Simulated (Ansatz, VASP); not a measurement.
# Al in VASP and in Ansatz

```
CELL_PARAMETERS angstrom
2.80078 0.00000 0.00000
-1.40039 2.42555 0.00000
0.00000 0.00000 9.19202
ATOMIC_POSITIONS crystal
Al 0.00000 0.00000 0.00000
Al 0.33333 0.66667 0.25000
Al 0.00000 0.00000 0.50000
Al 0.66667 0.33333 0.75000
```

Alike in both runs: functional PBEsol; dispersion D3(BJ); k mesh 18 × 18 × 6; occupations gaussian, width 0.1 eV; no spin polarisation.

Ansatz relaxed the structure, and its values are those at the end. VASP's run is a single point on that final structure, the one shown.

|  | VASP | Ansatz |
| --- | --- | --- |
| version | VASP 6.6.1 | Ansatz 0.2.0 |
| potentials or method | VASP PAW PBE potentials, release 64 (Al), cutoff 520 eV | scalar-relativistic, plane waves, PAW |
| valence electrons in the cell | 12 | 12 |

|  | VASP | Ansatz | Ansatz less VASP |
| --- | --- | --- | --- |
| gap on the k mesh at the Fermi level (eV) | none | none | - |
| pressure (GPa) | 0.1 | 0.0 | -0.10 |

VASP's potentials were made for PBE, not for PBEsol, and Ansatz warns of the same on its side. A gap of «none» marks a metal or a gap that the smearing closes.
